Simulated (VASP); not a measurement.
# MgO in VASP: a series of runs, part 2 of 2

VASP 6.6.1.

## Step 4: Single point, r2SCAN (functional r2SCAN, strained)

File POSCAR:

```
MgO
1.0
    2.9389316899      0.0000000000      0.0000000000
   -1.4694658449      2.5451895034      0.0000000000
    0.0000000000      0.0000000000      2.6805107008
Mg O
1 1
Direct
    0.0000000000      0.0000000000      0.0000000000
    0.3333333300      0.6666666700      0.5000000000
```

File INCAR.step1:

```
ALGO = Normal
EDIFF = 1E-5
ENCUT = 660
GGA = PE
GGA_COMPAT = False
ISMEAR = 0
LASPH = True
LCHARG = False
LREAL = False
LWAVE = True
NBANDS = 15
NELM = 120
PREC = Accurate
SIGMA = 0.02
```

File INCAR.step2:

```
ALGO = Normal
EDIFF = 1E-6
ENCUT = 660
GGA_COMPAT = False
ISIF = 2
ISMEAR = 0
ISTART = 1
LASPH = True
LCHARG = False
LMIXTAU = True
LREAL = False
LWAVE = False
METAGGA = R2SCAN
NBANDS = 15
NELM = 120
PREC = Accurate
SIGMA = 0.02
```

File KPOINTS:

```
k-points
0
Gamma
  12 12 10
```

Potentials or basis: VASP PAW PBE potentials, release 64 (Mg_sv, O).

Run with:

```sh
$ cat potpaw_PBE.64/Mg_sv/POTCAR potpaw_PBE.64/O/POTCAR > POTCAR
$ cp INCAR.step1 INCAR
$ mpirun -np 1 vasp_std > vasp.out
$ cp INCAR.step2 INCAR
$ mpirun -np 1 vasp_std > vasp.out
```

OUTCAR:

```text
EDIFF = 1E-6
   ENCUT = 660
   ISIF = 2
   ISMEAR = 0
   ISTART = 1
   LASPH = True
   LREAL = False
   METAGGA = R2SCAN
   NELM = 120
   PREC = Accurate

 ion  position               nearest neighbor table
   1  0.000  0.000  0.000-
   2  0.333  0.667  0.500-

  LATTYP: Found a hexagonal cell.
 ALAT       =     2.9389316899
 C/A-ratio  =     0.9120697531

  Lattice vectors:

 A1 = (   2.9389316899,   0.0000000000,   0.0000000000)
 A2 = (  -1.4694658449,   2.5451895034,   0.0000000000)
 A3 = (   0.0000000000,   0.0000000000,   2.6805107008)

Analysis of symmetry for initial positions (statically):
=====================================================================
 Subroutine PRICEL returns:
 Original cell was already a primitive cell.

 Routine SETGRP: Setting up the symmetry group for a
 hexagonal supercell.

 Subroutine GETGRP returns: Found 12 space group operations
 (whereof 12 operations were pure point group operations)
 out of a pool of 24 trial point group operations.

The static configuration has the point symmetry D_3h.

Analysis of symmetry for dynamics (positions and initial velocities):
=====================================================================
 Subroutine PRICEL returns:
 Original cell was already a primitive cell.

 Routine SETGRP: Setting up the symmetry group for a
 hexagonal supercell.

 Subroutine GETGRP returns: Found 12 space group operations
 (whereof 12 operations were pure point group operations)
 out of a pool of 24 trial point group operations.

The dynamic configuration has the point symmetry D_3h.

 Subroutine INISYM returns: Found 12 space group operations
 (whereof 12 operations are pure point group operations),
 and found     1 'primitive' translations

----------------------------------------------------------------------------------------

                                     Primitive cell

  volume of cell :      20.0506

  direct lattice vectors                    reciprocal lattice vectors
     2.938931690  0.000000000  0.000000000     0.340259695  0.196449026  0.000000000
    -1.469465845  2.545189503  0.000000000     0.000000000  0.392898053  0.000000000
     0.000000000  0.000000000  2.680510701     0.000000000  0.000000000  0.373063237

  length of vectors
     2.938931690  2.938931690  2.680510701     0.392898053  0.392898053  0.373063237

  position of ions in fractional coordinates (direct lattice)
     0.000000000  0.000000000  0.000000000
     0.333333330  0.666666670  0.500000000

  ion indices of the primitive-cell ions
   primitive index   ion index
                 1           1
                 2           2

----------------------------------------------------------------------------------------

 KPOINTS: k-points

Automatic generation of k-mesh.
 Grid dimensions read from file:
 generate k-points for:   12   12   10

 Generating k-lattice:

  Cartesian coordinates                     Fractional coordinates (reciprocal lattice)
     0.028354975  0.016370752  0.000000000     0.083333333  0.000000000  0.000000000
[... 39 lines left out ...]
  0.333333  0.000000  0.100000     12.000000
 [... further k-points ...]
   k-points           NKPTS =    114   k-points in BZ     NKDIM =    114   number of bands    NBANDS=     15
   number of dos      NEDOS =    301   number of ions     NIONS =      2
   total plane-waves  NPLWV =  18816
   dimension x,y,z NGX =    28 NGY =   28 NGZ =   24
   dimension x,y,z NGXF=    56 NGYF=   56 NGZF=   48
   ions per type =               1   1
   NGX,Y,Z   is equivalent  to a cutoff of  15.84, 15.84, 14.88 a.u.
   NGXF,Y,Z  is equivalent  to a cutoff of  31.68, 31.68, 29.77 a.u.
 SYSTEM =  unknown system
   PREC   = accura    normal or accurate (medium, high low for compatibility)
   ISTART =      1    job   : 0-new  1-cont  2-samecut
   ICHARG =      0    charge: 1-file 2-atom 10-const
   ISPIN  =      1    spin polarized calculation?
   LNONCOLLINEAR =      F non collinear calculations
   LSORBIT =      F    spin-orbit coupling
   LASPH  =      T    aspherical Exc in radial PAW
   ENCUT  =  660.0 eV  48.51 Ry    6.96 a.u.   6.16  6.16  5.61*2*pi/ulx,y,z
   NELM   =    120;   NELMIN=  2; NELMDL=  0     # of ELM steps
   EDIFF  = 0.1E-05   stopping-criterion for ELM
   LREAL  =      F    real-space projection
   EDIFFG = 0.1E-04   stopping-criterion for IOM
   NSW    =      0    number of steps for IOM
   IBRION =     -1    ionic relax: 0-MD 1-quasi-New 2-CG
   NFREE  =      0    steps in history (QN), initial steepest desc. (CG)
   ISIF   =      2    stress and relaxation
   ISYM   =      2    0-nonsym 1-usesym 2-fastsym
   POTIM  = 0.5000    time-step for ionic-motion
   TEBEG  =    0.0;   TEEND  =   0.0 temperature during run
   PSTRESS=    0.0 pullay stress
   NELECT =      16.0000    total number of electrons
   NUPDOWN=      -1.0000    fix difference up-down
   EMIN   =  10.00;   EMAX   =-10.00  energy-range for DOS
   EFERMI =   0.00;   METHOD = LEGACY
   ISMEAR =     0;   SIGMA  =   0.02  broadening in eV -4-tet -1-fermi 0-gaus
   EFERMI_NEDOS =   21; number of points for ismear=-14 and -15
   IALGO  =     38    algorithm
   IMIX   =      4    mixing-type and parameters
     AMIX     =   0.40;   BMIX     =  1.00
     AMIX_MAG =   1.60;   BMIX_MAG =  1.00
  volume/ion in A,a.u.               =      10.03        67.65
  Fermi-wavevector in a.u.,A,eV,Ry     =   1.518468  2.869489 31.371585  2.305746
  Thomas-Fermi vector in A             =   2.627585
   LORBIT       =      0    0 simple, 1 ext, 2 COOP (PROOUT), +10 PAW based schemes
   METAGGA = R2SCAN    functional components
   LHFCALC =     F    Hartree Fock is set to
   AEXX    =    0.0000 exact exchange contribution
   IVDW    =     0    specifies the selected vdW correction
   LEPSILON=     F    determine dielectric tensor
   LRPA    =     F    only Hartree local field effects (RPA)
 non-spin polarized calculation
 Gauss-broadening in eV      SIGMA  =   0.02
  energy-cutoff  :      660.00
  volume of cell :       20.05
 maximum number of plane-waves:       792
 NGX is ok and might be reduce to    28
   NGX = 13   NGY = 13   NGZ = 11

 number of electron      16.0000000 magnetization

 Free energy of the ion-electron system (eV)
  ---------------------------------------------------
  ext. energy  EPLUGINS =         0.00000000
  ---------------------------------------------------
  free energy    TOTEN  =       -15.42349450 eV

  energy without entropy =      -15.42349450  energy(sigma->0) =      -15.42349450

 E-fermi :   2.8076     XC(G=0): -11.6269

 val. band max:        2.6947805911   @ k =   0.3333   0.3333   0.0000
 cond. band min:       6.5017934132   @ k =   0.0000   0.0000   0.0000
 fundamental gap:      3.8070128221
 Fermi energy:         2.8075826907

 k-point     1 :       0.0000    0.0000    0.0000
  band No.  band energies     occupation
      1     -73.4162      2.00000
      2     -38.5244      2.00000
      3     -38.5244      2.00000
      4     -38.4629      2.00000
      5     -15.6845      2.00000
      6       2.0724      2.00000
      7       2.0724      2.00000
      8       2.2888      2.00000
      9       6.5018      0.00000
     10      15.5961      0.00000
     11      19.3246      0.00000
     12      19.3246      0.00000
     13      23.8362      0.00000
     14      24.9889      0.00000
[... 401 lines left out ...]
      2     -38.5741      2.00000
      3     -38.5351      2.00000
      4     -38.4670      2.00000
      5     -14.8786      2.00000
      6      -1.2389      2.00000
      7       1.5618      2.00000
      8       2.0610      2.00000
      9       9.8656      0.00000
     10      14.3007      0.00000
     11      17.8288      0.00000
     12      21.2274      0.00000
     13      21.4863      0.00000
     14      27.2012      0.00000
     15      27.6217      0.00000

 [... further k-points ...]

------------------------ aborting loop because EDIFF is reached ----------------------------------------

  FORCE on cell =-STRESS in cart. coord.  units (eV):
  Direction    XX          YY          ZZ          XY          YZ          ZX
  --------------------------------------------------------------------------------------
  -------------------------------------------------------------------------------------
  Total       -0.7115829     -0.7115829     -0.8027844     -0.0000000      0.0000000      0.0000000
  in kB      -56.8602740    -56.8602740    -64.1478887     -0.0000000      0.0000000      0.0000000
  external PRESSURE =     -59.2894789 kB  Pullay stress =       0.0000000 kB

 VOLUME and BASIS-vectors are now :
 -----------------------------------------------------------------------------
  energy-cutoff  :      660.00
  volume of cell :       20.05
      direct lattice vectors                 reciprocal lattice vectors
     2.938931690  0.000000000  0.000000000     0.340259695  0.196449026  0.000000000
    -1.469465845  2.545189503  0.000000000     0.000000000  0.392898053  0.000000000
     0.000000000  0.000000000  2.680510701     0.000000000  0.000000000  0.373063237

 POSITION                                       TOTAL-FORCE (eV/Angst)
 -----------------------------------------------------------------------------------
      0.00000      0.00000      0.00000         0.000000     -0.000000      0.000000
     -0.00000      1.69679      1.34026        -0.000000      0.000000      0.000000
 -----------------------------------------------------------------------------------
    total drift:                                0.000017     -0.000010      0.000000

  FREE ENERGIE OF THE ION-ELECTRON SYSTEM (eV)
  ---------------------------------------------------
  free  energy   TOTEN  =       -15.4234945015 eV

  energy  without entropy=      -15.4234945015  energy(sigma->0) =      -15.42349450
```

OSZICAR.step1:

```text
N       E                     dE             d eps       ncg     rms          rms(c)
DAV:   1     0.142577424421E+03    0.14258E+03   -0.11708E+04  3420   0.148E+03
DAV:   2    -0.799954794604E+01   -0.15058E+03   -0.14312E+03  4225   0.393E+02
DAV:   3    -0.129370719431E+02   -0.49375E+01   -0.49181E+01  4349   0.713E+01
DAV:   4    -0.130099346149E+02   -0.72863E-01   -0.72857E-01  3952   0.861E+00
DAV:   5    -0.130114194268E+02   -0.14848E-02   -0.14848E-02  4372   0.101E+00    0.875E+00
DAV:   6    -0.112731305166E+02    0.17383E+01   -0.26008E+00  3462   0.151E+01    0.290E+00
DAV:   7    -0.112428897154E+02    0.30241E-01   -0.14350E-01  3959   0.333E+00    0.174E+00
DAV:   8    -0.112224892394E+02    0.20400E-01   -0.50032E-02  4148   0.233E+00    0.376E-01
DAV:   9    -0.112212519837E+02    0.12373E-02   -0.43186E-03  4029   0.575E-01    0.113E-01
DAV:  10    -0.112214986203E+02   -0.24664E-03   -0.28646E-04  3686   0.191E-01    0.651E-02
DAV:  11    -0.112214876682E+02    0.10952E-04   -0.34554E-05  4295   0.651E-02    0.736E-03
DAV:  12    -0.112214887321E+02   -0.10639E-05   -0.17492E-06  2508   0.175E-02
   1 F= -.11221489E+02 E0= -.11221489E+02  d E =-.982222E-99
```

It took 4.2 min on 1 thread of Intel Xeon Platinum 8375C at 2.90GHz (Ice Lake), shared host; peak memory 0.18 GiB.

Results:

| Property | Result |
| --- | --- |
| Free energy | -15.4235 eV |
| Pressure | -5.9 GPa |
| Band gap on the k mesh | 3.81 eV, indirect (least direct gap 4.21 eV) |

Levels at points of the mesh, in eV from the valence-band top:
| k point | band 5 | band 6 | band 7 | band 8 | band 9 | band 10 | band 11 | band 12 |
| --- | --- | --- | --- | --- | --- | --- | --- | --- |
| (0.00, 0.00, 0.00) | -18.38 | -0.62 | -0.62 | -0.41 | 3.81 | 12.90 | 16.63 | 16.63 |
| (0.50, 0.00, 0.00) | -17.36 | -4.86 | -1.35 | -0.05 | 7.43 | 11.67 | 14.16 | 19.14 |
| (0.00, 0.00, 0.50) | -17.31 | -5.32 | -0.10 | -0.10 | 9.20 | 9.94 | 18.61 | 18.61 |
| (0.50, 0.00, 0.50) | -16.63 | -3.76 | -3.39 | -0.86 | 6.66 | 12.40 | 15.28 | 16.10 |

Caveat: the cell differs from its parent crystal (functional r2SCAN, strained); the PAW data sets were made with another functional, which shifts forces and pressure a little.

## Step 5: The runs side by side

| level | potentials or basis | cell | cutoff (eV) | second run | gap on the mesh (eV) | pressure (GPa) |
| --- | --- | --- | --- | --- | --- | --- |
| r2SCAN | VASP PAW PBE potentials, release 64 (Mg, O) | a = 2.939, b = 2.939, c = 2.681 Å, angles 90.0, 90.0, 120.0°, 2 atoms | 520 | - | 3.75 | -6.4 |
| PBEsol | VASP PAW PBE potentials, release 64 (Mg, O) | a = 2.935, b = 2.792, c = 2.626 Å, angles 88.7, 90.1, 120.6°, 2 atoms | 520 | - | 3.48 | 8.7 |
| r2SCAN | VASP PAW PBE potentials, release 64 (Mg_sv, O) | a = 2.939, b = 2.939, c = 2.681 Å, angles 90.0, 90.0, 120.0°, 2 atoms | 660 | valence_matched | 3.81 | -5.9 |

Alike in all rows: task single point; no spin polarisation; k mesh 12 × 12 × 10; smearing gaussian 0.02 eV.

Caveats: the PAW data sets were made with another functional, which shifts forces and pressure a little.

Total energies depend on the potentials used, so only differences within one code and one set of settings carry meaning.
